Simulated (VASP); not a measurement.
Input of a VASP 6.6.1 run:

POSCAR

```
Y
1.0
    2.9665010693      0.0000000000      0.0000000000
    0.0000000000      2.9665010693      0.0000000000
    0.0000000000      0.0000000000      2.9665010693
Y
1
Direct
    0.0000000000      0.0000000000      0.0000000000
```

The input INCAR.step1:

```
SYSTEM = Y
ALGO = Normal
EDIFF = 1E-4
ENCUT = 520
GGA = PE
ISMEAR = -1
LASPH = .TRUE.
LCHARG = .FALSE.
LREAL = .FALSE.
LWAVE = .TRUE.
NBANDS = 12
NELM = 60
PREC = Accurate
SIGMA = 0.05
```

File INCAR.step2:

```
SYSTEM = Y
ALGO = Normal
EDIFF = 1E-6
ENCUT = 520
ISIF = 2
ISMEAR = -1
ISTART = 1
IVDW = 12
LASPH = .TRUE.
LCHARG = .FALSE.
LMIXTAU = .TRUE.
LREAL = .FALSE.
LWAVE = .FALSE.
METAGGA = R2SCAN
NBANDS = 12
NELM = 60
PREC = Accurate
SIGMA = 0.05
VDW_A1 = 0.49484001
VDW_A2 = 5.73083694
VDW_S6 = 1.0
VDW_S8 = 0.78981345
```

The input KPOINTS:

```
k-points
0
G
  8 8 8
  0 0 0
```

Potentials or basis: VASP PAW PBE potentials, release 64 (Y_sv).

Run with:

```console
$ cat potpaw_PBE.64/Y_sv/POTCAR > POTCAR
$ cp INCAR.step1 INCAR
$ mpirun -np 1 vasp_std > vasp.out
$ cp INCAR.step2 INCAR
$ mpirun -np 1 vasp_std > vasp.out
```

Problem. Estimate the band gap on the k mesh.

Solution. Zero (an odd number of electrons rules out a gap without spin polarisation).

Problem. Predict the dispersion energy per atom.

Solution. -0.202 eV.

Problem. What does it give for the pressure?

Solution. 10.1 GPa.

Caveat: the cell stands under pressure; the PAW data sets were made with another functional, which shifts forces and pressure a little.
